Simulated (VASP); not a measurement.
## PbSe (Clausthalite): single point with PBEsol

PbSe (Clausthalite):

```xyz
2
Lattice="0.0000 3.0606 3.0606 3.0606 0.0000 3.0606 3.0606 3.0606 0.0000" Properties=species:S:1:pos:R:3 pbc="T T T"
Pb    0.0000    0.0000    0.0000
Se    3.0606    3.0606    3.0606
```

```
Program             : VASP 6.6.1
Task                : single point
Functional          : PBEsol
Potentials or basis : VASP PAW PBE potentials, release 64 (Pb_d, Se)
Cutoff              : 520 eV
k mesh              : 6 × 6 × 6
Occupations         : fermi-dirac, width 0.05 eV
Spin                : non-collinear spin, zero start, spin-orbit coupling
Starting moments    : [[0.0, 0.0, 0.0], [0.0, 0.0, 0.0]] μB
```

| Item | Value |
| --- | --- |
| Pressure | -1.0 GPa |
| Net moment | 0.00 μB per cell |
| Valence electrons inside the program's atomic spheres | Pb 11.86; Se 3.79 |

Moments on the atoms (μB; x, y, z):
```
Pb  0.00 0.00 0.00
Se  0.00 0.00 0.00
```

It used 60 s of CPU time on 1 thread of Intel Xeon 6975P-C, with other jobs on the host.

Caveat: the PAW data sets were made with another functional, which shifts forces and pressure a little.
